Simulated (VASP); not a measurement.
Wanted: the native input for a VASP 6.6.1 run.

- Task: single point
- Functional: PBE
- Potentials or basis: VASP PAW PBE potentials, release 64 (Se)
- Cutoff: 520 eV
- k mesh: 7 × 7 × 6
- Occupations: fermi-dirac, width 0.05 eV
- Spin: no spin polarisation
- Dipole correction: no
- Further INCAR settings: ALGO = Normal; EDIFF = 1e-06; NBANDS = 16

The structure of Se lies in POSCAR:

```
Se
1.0
    4.2662640331      0.0000000000      0.0000000000
   -2.1331320165      3.6946930319      0.0000000000
    0.0000000000      0.0000000000      4.8484124658
Se
3
Direct
    0.7830000000      0.7830000000      0.5000000000
    0.0000000000      0.2170000000      0.8333333333
    0.2170000000      0.0000000000      0.1666666667
```

These files were run (other wordings do the same):

INCAR

```
PREC = Accurate
ENCUT = 520
EDIFF = 1E-6
ISMEAR = -1
SIGMA = 0.05
LREAL = False
LASPH = True
NELM = 60
ALGO = Normal
ISIF = 2
LWAVE = False
LCHARG = False
GGA = PE
NBANDS = 16
```

KPOINTS

```
Automatic mesh
0
Gamma
  7 7 6
```

Potentials or basis: VASP PAW PBE potentials, release 64 (Se).

Run with:

```console
$ cat potpaw_PBE.64/Se/POTCAR > POTCAR
$ mpirun -np 1 vasp_std > vasp.out
```

It gave:

The pressure is 10.7 GPa and the largest force is 2.028 eV/Å. The band gap on the k mesh is 1.22 eV (least direct gap 1.44 eV).

Caveat: the cell stands under pressure; an odd mesh through Γ misses points on the zone boundary, where band edges can lie; forces of over 1 eV/Å act on the atoms, so gaps and moduli don't describe the material at rest.

Run time: 54 s on 1 thread of Intel Xeon 8259CL, on a shared host, peak memory 0.2 GiB.
